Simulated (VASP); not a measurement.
# BaZrO3 (Pm-3m) in VASP: notebook

Runs on BaZrO3. Level: LDA. Tasks: single point.

Program: VASP 6.6.1. These are calculated values, not measurements. Logs are shortened: lines on timing, memory, paths and dates and some standing lists are left out, and cuts for length are marked.

### Step 1. The cell of the first run

The structure is cubic, space group Pm-3m (No. 221). Conventional cell: a = 4.147 Å, b = 4.147 Å, c = 4.147 Å, α = 90.00°, β = 90.00°, γ = 90.00°. Within 3.9 Å of Ba (site symmetry m-3m) lie 12 O at 2.93 Å and 8 Zr at 3.59 Å. Zr (site symmetry m-3m) has 6 O at 2.07 Å within 2.7 Å. O (site symmetry 4/mmm) has 2 Zr at 2.07 Å within 2.7 Å.

### Step 2. Single point, LDA

Input file INCAR:

```
SYSTEM = BaZrO3
PREC = Accurate
ENCUT = 520
EDIFF = 1E-6
ISMEAR = 0
SIGMA = 0.05
LREAL = .FALSE.
LASPH = .TRUE.
NELM = 60
ALGO = Normal
ISIF = 2
LWAVE = .FALSE.
LCHARG = .FALSE.
GGA = CA
NBANDS = 28
```

Input file KPOINTS:

```
Automatic mesh
0
G
  6 6 6
  0 0 0
```

Input file POSCAR:

```
BaZrO3
1.0
    4.1474542849      0.0000000000      0.0000000000
    0.0000000000      4.1474542849      0.0000000000
    0.0000000000      0.0000000000      4.1474542849
Ba Zr O
1 1 3
Direct
    0.5000000000      0.5000000000      0.5000000000
    0.0000000000      0.0000000000      0.0000000000
    0.5000000000      0.0000000000      0.0000000000
    0.0000000000      0.5000000000      0.0000000000
    0.0000000000      0.0000000000      0.5000000000
```

Potentials or basis: VASP PAW LDA potentials, release 64 (Ba_sv, Zr_sv, O).

Launch:

```console
cat potpaw_LDA.64/Ba_sv/POTCAR potpaw_LDA.64/Zr_sv/POTCAR potpaw_LDA.64/O/POTCAR > POTCAR
mpirun -np 1 vasp_std > vasp.out
```

OUTCAR:

```text
SYSTEM = BaZrO3
   PREC = Accurate
   ENCUT = 520
   EDIFF = 1E-6
   ISMEAR = 0
   LREAL = .FALSE.
   LASPH = .TRUE.
   NELM = 60
   ISIF = 2
   GGA = CA

 ion  position               nearest neighbor table
   1  0.500  0.500  0.500-   3 2.93   4 2.93   5 2.93   3 2.93   4 2.93   3 2.93   5 2.93   3 2.93
                             4 2.93   5 2.93   4 2.93   5 2.93   2 3.59   2 3.59   2 3.59   2 3.59
   2  0.000  0.000  0.000-   3 2.07   4 2.07   5 2.07   5 2.07   4 2.07   3 2.07   1 3.59   1 3.59
                             1 3.59   1 3.59   1 3.59   1 3.59   1 3.59   1 3.59
   3  0.500  0.000  0.000-   2 2.07   2 2.07   1 2.93   1 2.93   1 2.93   1 2.93
   4  0.000  0.500  0.000-   2 2.07   2 2.07   1 2.93   1 2.93   1 2.93   1 2.93
   5  0.000  0.000  0.500-   2 2.07   2 2.07   1 2.93   1 2.93   1 2.93   1 2.93

  LATTYP: Found a simple cubic cell.
 ALAT       =     4.1474542849

  Lattice vectors:

 A1 = (   4.1474542849,   0.0000000000,   0.0000000000)
 A2 = (   0.0000000000,   4.1474542849,   0.0000000000)
 A3 = (   0.0000000000,   0.0000000000,   4.1474542849)

Analysis of symmetry for initial positions (statically):
=====================================================================
 Subroutine PRICEL returns:
 Original cell was already a primitive cell.

 Routine SETGRP: Setting up the symmetry group for a
 simple cubic supercell.

 Subroutine GETGRP returns: Found 48 space group operations
[... 9 lines left out ...]

 Routine SETGRP: Setting up the symmetry group for a
 simple cubic supercell.

 Subroutine GETGRP returns: Found 48 space group operations
[... 11 lines left out ...]
                                     Primitive cell

  volume of cell :      71.3419

  direct lattice vectors                    reciprocal lattice vectors
     4.147454285  0.000000000  0.000000000     0.241111759  0.000000000  0.000000000
     0.000000000  4.147454285  0.000000000     0.000000000  0.241111759  0.000000000
     0.000000000  0.000000000  4.147454285     0.000000000  0.000000000  0.241111759

  length of vectors
     4.147454285  4.147454285  4.147454285     0.241111759  0.241111759  0.241111759

  position of ions in fractional coordinates (direct lattice)
     0.500000000  0.500000000  0.500000000
     0.000000000  0.000000000  0.000000000
     0.500000000  0.000000000  0.000000000
     0.000000000  0.500000000  0.000000000
     0.000000000  0.000000000  0.500000000

  ion indices of the primitive-cell ions
[... 71 lines left out ...]
   ENCUT  =  520.0 eV  38.22 Ry    6.18 a.u.   7.71  7.71  7.71*2*pi/ulx,y,z
   NELM   =     60;   NELMIN=  2; NELMDL= -5     # of ELM steps
   EDIFF  = 0.1E-05   stopping-criterion for ELM
   LREAL  =      F    real-space projection
   EDIFFG = 0.1E-04   stopping-criterion for IOM
   NSW    =      0    number of steps for IOM
   IBRION =     -1    ionic relax: 0-MD 1-quasi-New 2-CG
   NFREE  =      0    steps in history (QN), initial steepest desc. (CG)
   ISIF   =      2    stress and relaxation
   ISYM   =      2    0-nonsym 1-usesym 2-fastsym
   POTIM  = 0.5000    time-step for ionic-motion
   TEBEG  =    0.0;   TEEND  =   0.0 temperature during run
   PSTRESS=    0.0 pullay stress
   NELECT =      40.0000    total number of electrons
   NUPDOWN=      -1.0000    fix difference up-down
   EMIN   =  10.00;   EMAX   =-10.00  energy-range for DOS
   EFERMI =   0.00;   METHOD = LEGACY
   ISMEAR =     0;   SIGMA  =   0.05  broadening in eV -4-tet -1-fermi 0-gaus
   EFERMI_NEDOS =   21; number of points for ismear=-14 and -15
   IALGO  =     38    algorithm
   IMIX   =      4    mixing-type and parameters
     AMIX     =   0.40;   BMIX     =  1.00
     AMIX_MAG =   1.60;   BMIX_MAG =  1.00
  volume/ion in A,a.u.               =      14.27        96.29
  Fermi-wavevector in a.u.,A,eV,Ry     =   1.349936  2.551009 24.794272  1.822328
  Thomas-Fermi vector in A             =   2.477482
   LORBIT       =      0    0 simple, 1 ext, 2 COOP (PROOUT), +10 PAW based schemes
   GGA     = CA    functional components
   LHFCALC =     F    Hartree Fock is set to
   AEXX    =    0.0000 exact exchange contribution
   IVDW    =     0    specifies the selected vdW correction
   LEPSILON=     F    determine dielectric tensor
   LRPA    =     F    only Hartree local field effects (RPA)
 non-spin polarized calculation
 Gauss-broadening in eV      SIGMA  =   0.05
  energy-cutoff  :      520.00
  volume of cell :       71.34
 maximum number of plane-waves:      1936
 NGX is ok and might be reduce to    32
   NGX = 15   NGY = 15   NGZ = 15

 number of electron      40.0000017 magnetization

 Free energy of the ion-electron system (eV)
  ---------------------------------------------------
  ext. energy  EPLUGINS =         0.00000000
  ---------------------------------------------------
  free energy    TOTEN  =       -45.73771641 eV

  energy without entropy =      -45.73771641  energy(sigma->0) =      -45.73771641

 E-fermi :   3.9863     XC(G=0): -11.3940

 val. band max:        3.7029148348   @ k =   0.5000   0.5000   0.5000
 cond. band min:       6.8350938534   @ k =   0.0000   0.0000   0.0000
 fundamental gap:      3.1321790186
 Fermi energy:         3.9863302208

 k-point     1 :       0.0000    0.0000    0.0000
  band No.  band energies     occupation
      1     -42.7645      2.00000
      2     -21.3407      2.00000
      3     -21.1491      2.00000
      4     -21.1491      2.00000
      5     -21.1491      2.00000
      6     -12.4073      2.00000
[... 609 lines left out ...]
     27      13.0865      0.00000
     28      13.0865      0.00000

------------------------ aborting loop because EDIFF is reached ----------------------------------------

  FORCE on cell =-STRESS in cart. coord.  units (eV):
  Direction    XX          YY          ZZ          XY          YZ          ZX
  --------------------------------------------------------------------------------------
  -------------------------------------------------------------------------------------
  Total        0.6732634      0.6732634      0.6732634     -0.0000000     -0.0000000      0.0000000
  in kB       15.1199633     15.1199633     15.1199633     -0.0000000     -0.0000000      0.0000000
  external PRESSURE =      15.1199633 kB  Pullay stress =       0.0000000 kB

 VOLUME and BASIS-vectors are now :
 -----------------------------------------------------------------------------
  energy-cutoff  :      520.00
  volume of cell :       71.34
      direct lattice vectors                 reciprocal lattice vectors
     4.147454285  0.000000000  0.000000000     0.241111759  0.000000000  0.000000000
     0.000000000  4.147454285  0.000000000     0.000000000  0.241111759  0.000000000
     0.000000000  0.000000000  4.147454285     0.000000000  0.000000000  0.241111759

 POSITION                                       TOTAL-FORCE (eV/Angst)
 -----------------------------------------------------------------------------------
      2.07373      2.07373      2.07373         0.000000      0.000000      0.000000
      0.00000      0.00000      0.00000         0.000000      0.000000      0.000000
      2.07373      0.00000      0.00000         0.000000      0.000000      0.000000
      0.00000      2.07373      0.00000         0.000000      0.000000      0.000000
      0.00000      0.00000      2.07373         0.000000      0.000000      0.000000
 -----------------------------------------------------------------------------------
    total drift:                                0.000000      0.000000     -0.000000

  FREE ENERGIE OF THE ION-ELECTRON SYSTEM (eV)
  ---------------------------------------------------
  free  energy   TOTEN  =       -45.7377164108 eV

  energy  without entropy=      -45.7377164108  energy(sigma->0) =      -45.73771641
```

Wall time 19 s (1 thread of Intel Xeon Platinum 8559C (Emerald Rapids), shared host); peak memory 0.18 GiB.

What came out:

```
Free energy            : -45.7377 eV
Pressure               : 1.5 GPa
Band gap on the k mesh : 3.13 eV, indirect (least direct gap 3.31 eV)
```

Caveat: spin-orbit coupling is left out, which moves the levels of the heavy elements. A k mesh can miss the band edges.

### Step 3. Single point, LDA

Input file INCAR:

```
SYSTEM = BaZrO3
PREC = Accurate
ENCUT = 910
EDIFF = 1E-6
ISMEAR = 0
SIGMA = 0.05
LREAL = .FALSE.
LASPH = .TRUE.
NELM = 120
ALGO = Normal
ISIF = 2
LWAVE = .FALSE.
LCHARG = .FALSE.
GGA = CA
NBANDS = 28
GGA_COMPAT = .FALSE.
```

KPOINTS is that of step 2.

POSCAR is that of step 2.

Potentials or basis: VASP PAW LDA potentials, release 64 (Ba_sv, Zr_sv, O_h).

Launch:

```console
cat potpaw_LDA.64/Ba_sv/POTCAR potpaw_LDA.64/Zr_sv/POTCAR potpaw_LDA.64/O_h/POTCAR > POTCAR
mpirun -np 1 vasp_std > vasp.out
```

It took 46 s on 1 thread of Intel Xeon 6975P-C (Granite Rapids), shared host; peak memory 0.27 GiB.

It converged, with:

```yaml
Free_energy: -45.7612 eV
Pressure: 1.2 GPa
Band_gap_on_the_k_mesh: 3.14 eV, indirect (least direct gap 3.31 eV)
```

Levels at points of the mesh, in eV from the valence-band top:
```csv
k point,band 17,band 18,band 19,band 20,band 21,band 22,band 23,band 24
"(0.00, 0.00, 0.00)",-1.05,-0.18,-0.18,-0.18,3.14,3.14,3.14,4.56
"(0.50, 0.00, 0.00)",-1.81,-1.81,-0.39,-0.39,3.62,5.87,5.87,6.45
"(0.50, 0.50, 0.00)",-0.93,-0.93,-0.70,-0.08,5.83,5.83,6.58,6.67
"(0.50, 0.50, 0.50)",-2.57,0.00,0.00,0.00,6.04,6.04,6.04,7.25
```

Caveat: the cutoff is under 1.25 times the usual one of these potentials, so pressure, stress and relaxed cells hold a basis-set (Pulay) error; spin-orbit coupling is left out, which moves the levels of the heavy elements. LDA gaps usually lie below the measured ones, often by a third to a half.
